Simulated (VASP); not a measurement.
# PbS (Amm2) in VASP: single point with LDA

Aim: the single point of PbS with LDA.

Program: VASP 6.6.1. These are calculated values, not measurements. Logs are shortened: lines on timing, memory, paths and dates and some standing lists are left out, and cuts for length are marked.

**1. The cell of the first run**

Symmetry: Amm2, No. 38, orthorhombic system. The conventional cell has a = 4.070 Å, b = 11.380 Å, c = 11.147 Å, α = 90.00°, β = 90.00°, γ = 90.00°. Within 3.7 Å of Pb (site symmetry m) lie 5 S at 2.81 to 3.14 Å and 1 Pb at 3.69 Å. Pb (site symmetry mm2) has 4 S at 2.81 to 2.89 Å within 3.7 Å. Within 3.8 Å of Pb (site symmetry mm2) lie 6 S at 2.91 to 3.13 Å. S (site symmetry m) has 5 Pb at 2.85 to 3.13 Å within 3.8 Å. Within 3.7 Å of S (site symmetry mm2) lie 4 Pb at 2.81 Å. Within 3.8 Å of S (site symmetry mm2) lie 6 Pb at 2.91 to 3.14 Å.

**2. Single point, LDA**

INCAR reads:

```
SYSTEM = PbS
PREC     = Accurate       ! precision mode
ENCUT    = 520            ! plane-wave cutoff, eV
EDIFF    = 1E-7           ! SCF threshold, eV
ISMEAR   = 0              ! smearing method
SIGMA    = 0.01           ! smearing width, eV
LREAL    = .False.        ! projectors in reciprocal space
LASPH    = .True.         ! aspherical terms in the spheres
NELM     = 100            ! most SCF steps
ALGO     = Normal         ! electronic algorithm
ISIF     = 2              ! what is computed and relaxed
LWAVE    = .False.        ! write WAVECAR
LCHARG   = .False.        ! write CHGCAR
NBANDS   = 50             ! bands
```

KPOINTS reads:

```
Automatic mesh
0
Gamma
  4 2 2
  0 0 0
```

POSCAR reads:

```
PbS
1.0
    4.0699280000      0.0000000000      0.0000000000
    0.0000000000      7.9648630000      0.0000000000
    0.0000000000     -0.1643490647      7.9631672087
Pb S
4 4
Direct
    0.0000000000      0.6631100000      0.3391500000
    0.0000000000      0.3391500000      0.6631100000
    0.5000000000      0.1373900000      0.1373900000
    0.0000000000      0.8237300000      0.8237300000
    0.5000000000      0.7748200000      0.1178500000
    0.5000000000      0.1178500000      0.7748200000
    0.0000000000      0.3109000000      0.3109000000
    0.5000000000      0.6372500000      0.6372500000
```

Potentials or basis: VASP PAW LDA potentials, release 64 (Pb_d, S).

On the command line:

```bash
cat potpaw_LDA.64/Pb_d/POTCAR potpaw_LDA.64/S/POTCAR > POTCAR
mpirun -np 1 vasp_std > vasp.out
```

OUTCAR:

```text
SYSTEM = PbS
   PREC = Accurate
   ENCUT = 520
   EDIFF = 1E-7
   ISMEAR = 0
   LREAL = .False.
   LASPH = .True.
   NELM = 100
   ISIF = 2

 ion  position               nearest neighbor table
   1  0.000  0.663  0.339-   7 2.81   5 2.85   5 2.85   8 3.14   8 3.14   2 3.69   4 4.04
   2  0.000  0.339  0.663-   7 2.81   6 2.85   6 2.85   8 3.14   8 3.14   1 3.69   4 4.04
   3  0.500  0.137  0.137-   7 2.81   7 2.81   5 2.89   6 2.89   4 4.05   4 4.05
   4  0.000  0.824  0.824-   8 2.91   8 2.91   6 3.13   6 3.13   5 3.13   5 3.13   2 4.04   1 4.04
                             3 4.05   3 4.05
   5  0.500  0.775  0.118-   1 2.85   1 2.85   3 2.89   4 3.13   4 3.13
   6  0.500  0.118  0.775-   2 2.85   2 2.85   3 2.89   4 3.13   4 3.13
   7  0.000  0.311  0.311-   3 2.81   3 2.81   1 2.81   2 2.81
   8  0.500  0.637  0.637-   4 2.91   4 2.91   2 3.14   2 3.14   1 3.14   1 3.14

  LATTYP: Found a base centered orthorhombic cell.
 ALAT       =    11.1471991840
 B/A-ratio  =     1.0208516099
 C/A-ratio  =     0.3651076771

  Lattice vectors:

 A1 = (   0.0000000000,   7.9648630000,   0.0000000000)
 A2 = (   0.0000000000,  -0.1643490647,   7.9631672087)
 A3 = (   4.0699280000,   0.0000000000,   0.0000000000)

Analysis of symmetry for initial positions (statically):
=====================================================================
 Subroutine PRICEL returns:
 Original cell was already a primitive cell.

 Routine SETGRP: Setting up the symmetry group for a
 base centered orthorhombic supercell.

 Subroutine GETGRP returns: Found  4 space group operations
 (whereof  4 operations were pure point group operations)
 out of a pool of  8 trial point group operations.

The static configuration has the point symmetry C_2v.

Analysis of symmetry for dynamics (positions and initial velocities):
=====================================================================
 Subroutine PRICEL returns:
 Original cell was already a primitive cell.

 Routine SETGRP: Setting up the symmetry group for a
 base centered orthorhombic supercell.

 Subroutine GETGRP returns: Found  4 space group operations
 (whereof  4 operations were pure point group operations)
 out of a pool of  8 trial point group operations.

The dynamic configuration has the point symmetry C_2v.

 Subroutine INISYM returns: Found  4 space group operations
 (whereof  4 operations are pure point group operations),
 and found     1 'primitive' translations

----------------------------------------------------------------------------------------

                                     Primitive cell

  volume of cell :     258.1374

  direct lattice vectors                    reciprocal lattice vectors
     4.069928000  0.000000000  0.000000000     0.245704592  0.000000000  0.000000000
     0.000000000  7.964863000  0.000000000     0.000000000  0.125551438  0.002591213
     0.000000000 -0.164349065  7.963167209     0.000000000  0.000000000  0.125578174

  length of vectors
     4.069928000  7.964863000  7.964863000     0.245704592  0.125578174  0.125578174

  position of ions in fractional coordinates (direct lattice)
     0.000000000  0.663110000  0.339150000
     0.000000000  0.339150000  0.663110000
     0.500000000  0.137390000  0.137390000
     0.000000000  0.823730000  0.823730000
     0.500000000  0.774820000  0.117850000
     0.500000000  0.117850000  0.774820000
     0.000000000  0.310900000  0.310900000
     0.500000000  0.637250000  0.637250000

  ion indices of the primitive-cell ions
   primitive index   ion index
                 1           1
                 2           2
                 3           3
                 4           4
                 5           5
                 6           6
                 7           7
                 8           8

----------------------------------------------------------------------------------------

 KPOINTS: Automatic mesh

Automatic generation of k-mesh.
 Grid dimensions read from file:
 generate k-points for:    4    2    2

 Generating k-lattice:

  Cartesian coordinates                     Fractional coordinates (reciprocal lattice)
     0.061426148  0.000000000  0.000000000     0.250000000  0.000000000  0.000000000
     0.000000000  0.062775719  0.001295606     0.000000000  0.500000000 -0.000000000
     0.000000000  0.000000000  0.062789087     0.000000000  0.000000000  0.500000000

  Length of vectors
     0.061426148  0.062789087  0.062789087

  Shift w.r.t. Gamma in fractional coordinates (k-lattice)
     0.000000000  0.000000000  0.000000000

 Subroutine IBZKPT returns following result:
 ===========================================

 Found      9 irreducible k-points:

 Following reciprocal coordinates:
            Coordinates               Weight
  0.000000  0.000000  0.000000      1.000000
  0.250000  0.000000  0.000000      2.000000
  0.500000  0.000000  0.000000      1.000000
  0.000000  0.500000  0.000000      2.000000
  0.250000  0.500000  0.000000      4.000000
  0.500000  0.500000  0.000000      2.000000
  0.000000  0.500000  0.500000      1.000000
  0.250000  0.500000  0.500000      2.000000
  0.500000  0.500000  0.500000      1.000000
   k-points           NKPTS =      9   k-points in BZ     NKDIM =      9   number of bands    NBANDS=     50
   number of dos      NEDOS =    301   number of ions     NIONS =      8
   total plane-waves  NPLWV = 108000
   dimension x,y,z NGX =    30 NGY =   60 NGZ =   60
   dimension x,y,z NGXF=    60 NGYF=  120 NGZF=  120
   ions per type =               4   4
   NGX,Y,Z   is equivalent  to a cutoff of  12.25, 12.52, 12.52 a.u.
   NGXF,Y,Z  is equivalent  to a cutoff of  24.51, 25.05, 25.05 a.u.
 SYSTEM =  PbS
   PREC   = accura    normal or accurate (medium, high low for compatibility)
   ISTART =      0    job   : 0-new  1-cont  2-samecut
   ICHARG =      2    charge: 1-file 2-atom 10-const
   ISPIN  =      1    spin polarized calculation?
   LNONCOLLINEAR =      F non collinear calculations
   LSORBIT =      F    spin-orbit coupling
   LASPH  =      T    aspherical Exc in radial PAW
   ENCUT  =  520.0 eV  38.22 Ry    6.18 a.u.   7.57 14.81 14.81*2*pi/ulx,y,z
   NELM   =    100;   NELMIN=  2; NELMDL= -5     # of ELM steps
   EDIFF  = 0.1E-06   stopping-criterion for ELM
   LREAL  =      F    real-space projection
   EDIFFG = 0.1E-05   stopping-criterion for IOM
   NSW    =      0    number of steps for IOM
   IBRION =     -1    ionic relax: 0-MD 1-quasi-New 2-CG
   NFREE  =      0    steps in history (QN), initial steepest desc. (CG)
   ISIF   =      2    stress and relaxation
   ISYM   =      2    0-nonsym 1-usesym 2-fastsym
   POTIM  = 0.5000    time-step for ionic-motion
   TEBEG  =    0.0;   TEEND  =   0.0 temperature during run
   PSTRESS=    0.0 pullay stress
   NELECT =      80.0000    total number of electrons
   NUPDOWN=      -1.0000    fix difference up-down
   EMIN   =  10.00;   EMAX   =-10.00  energy-range for DOS
   EFERMI =   0.00;   METHOD = LEGACY
   ISMEAR =     0;   SIGMA  =   0.01  broadening in eV -4-tet -1-fermi 0-gaus
   EFERMI_NEDOS =   21; number of points for ismear=-14 and -15
   IALGO  =     38    algorithm
   IMIX   =      4    mixing-type and parameters
     AMIX     =   0.40;   BMIX     =  1.00
     AMIX_MAG =   1.60;   BMIX_MAG =  1.00
  volume/ion in A,a.u.               =      32.27       217.75
  Fermi-wavevector in a.u.,A,eV,Ry     =   1.107868  2.093566 16.699392  1.227371
  Thomas-Fermi vector in A             =   2.244387
   LORBIT       =      0    0 simple, 1 ext, 2 COOP (PROOUT), +10 PAW based schemes
   GGA     = CA    functional components
   LHFCALC =     F    Hartree Fock is set to
   AEXX    =    0.0000 exact exchange contribution
   IVDW    =     0    specifies the selected vdW correction
   LEPSILON=     F    determine dielectric tensor
   LRPA    =     F    only Hartree local field effects (RPA)
 non-spin polarized calculation
 Gauss-broadening in eV      SIGMA  =   0.01
  energy-cutoff  :      520.00
  volume of cell :      258.14
 maximum number of plane-waves:      6978
   NGX = 15   NGY = 29   NGZ = 29

 number of electron      79.9999989 magnetization

 Free energy of the ion-electron system (eV)
  ---------------------------------------------------
  ext. energy  EPLUGINS =         0.00000000
  ---------------------------------------------------
  free energy    TOTEN  =       -37.97157935 eV

  energy without entropy =      -37.97157935  energy(sigma->0) =      -37.97157935

 E-fermi :   3.6340     XC(G=0):  -8.8671

 val. band max:        3.5273576547   @ k =   0.5000   0.0000   0.0000
 cond. band min:       3.9492190742   @ k =   0.5000   0.0000   0.0000
 fundamental gap:      0.4218614196
 Fermi energy:         3.6339739655

 k-point     1 :       0.0000    0.0000    0.0000
  band No.  band energies     occupation
      1     -13.3900      2.00000
      2     -13.3105      2.00000
      3     -13.2988      2.00000
      4     -13.2943      2.00000
      5     -13.2912      2.00000
      6     -13.2868      2.00000
[... 42 lines left out ...]
     49       7.3041      0.00000
     50       7.4830      0.00000

 k-point     2 :       0.2500    0.0000    0.0000
  band No.  band energies     occupation
      1     -13.3626      2.00000
      2     -13.3258      2.00000
      3     -13.3211      2.00000
      4     -13.2967      2.00000
      5     -13.2767      2.00000
      6     -13.2658      2.00000
[... 42 lines left out ...]
     49       7.5522      0.00000
     50       7.6614      0.00000

 k-point     3 :       0.5000    0.0000    0.0000
  band No.  band energies     occupation
      1     -13.3682      2.00000
      2     -13.3315      2.00000
      3     -13.3173      2.00000
      4     -13.2980      2.00000
      5     -13.2904      2.00000
      6     -13.2681      2.00000
[... 307 lines left out ...]
     49       7.6656      0.00000
     50       8.0730      0.00000

 k-point     9 :       0.5000    0.5000    0.5000
  band No.  band energies     occupation
      1     -13.3690      2.00000
      2     -13.3316      2.00000
      3     -13.3154      2.00000
      4     -13.2962      2.00000
      5     -13.2731      2.00000
      6     -13.2728      2.00000
[... 42 lines left out ...]
     49       7.3159      0.00000
     50       7.5902      0.00000

------------------------ aborting loop because EDIFF is reached ----------------------------------------

  FORCE on cell =-STRESS in cart. coord.  units (eV):
  Direction    XX          YY          ZZ          XY          YZ          ZX
  --------------------------------------------------------------------------------------
  -------------------------------------------------------------------------------------
  Total       -5.2333158     -4.8285248     -4.8314870      0.0000000     -0.0717615      0.0000000
  in kB      -32.4815431    -29.9691331    -29.9875181      0.0000000     -0.4454012      0.0000000
  external PRESSURE =     -30.8127314 kB  Pullay stress =       0.0000000 kB

 VOLUME and BASIS-vectors are now :
 -----------------------------------------------------------------------------
  energy-cutoff  :      520.00
  volume of cell :      258.14
      direct lattice vectors                 reciprocal lattice vectors
     4.069928000  0.000000000  0.000000000     0.245704592  0.000000000  0.000000000
     0.000000000  7.964863000  0.000000000     0.000000000  0.125551438  0.002591213
     0.000000000 -0.164349065  7.963167209     0.000000000  0.000000000  0.125578174

 POSITION                                       TOTAL-FORCE (eV/Angst)
 -----------------------------------------------------------------------------------
      0.00000      5.22584      2.70071         0.000000     -0.085637     -0.003090
      0.00000      2.59230      5.28046         0.000000     -0.001322     -0.085683
      2.03496      1.07171      1.09406         0.000000     -0.020736     -0.021168
      0.00000      6.42552      6.55950         0.000000      0.012121      0.012374
      2.03496      6.15197      0.93846         0.000000      0.016088     -0.018004
      2.03496      0.81132      6.17002         0.000000     -0.018332      0.015713
      0.00000      2.42518      2.47575         0.000000      0.068571      0.070001
      2.03496      4.97088      5.07453         0.000000      0.029247      0.029857
 -----------------------------------------------------------------------------------
    total drift:                                0.000000      0.000455      0.000463

  FREE ENERGIE OF THE ION-ELECTRON SYSTEM (eV)
  ---------------------------------------------------
  free  energy   TOTEN  =       -37.9715793506 eV

  energy  without entropy=      -37.9715793506  energy(sigma->0) =      -37.97157935
```

It took 2.2 min on 1 thread of AMD EPYC 7R13 (Zen 3), shared host; peak memory 0.26 GiB.

What came out:

| Item | Value |
| --- | --- |
| Free energy | -37.9716 eV |
| Pressure | -3.1 GPa |
| Largest force | 0.098 eV/Å |
| Band gap on the k mesh | 0.42 eV, direct |

Forces in eV/Å, atoms in the order of the input:
```
Pb   0.000 -0.086 -0.003
Pb   0.000 -0.001 -0.086
Pb   0.000 -0.021 -0.021
Pb   0.000  0.012  0.012
S    0.000  0.016 -0.018
S    0.000 -0.018  0.016
S    0.000  0.069  0.070
S    0.000  0.029  0.030
```

Stress tensor (GPa, compression positive):
```
-3.25  0.00  0.00
 0.00 -3.00 -0.04
 0.00 -0.04 -3.00
```

Caveat: spin-orbit coupling is left out, which moves the levels of the heavy elements. A k mesh can miss the band edges.
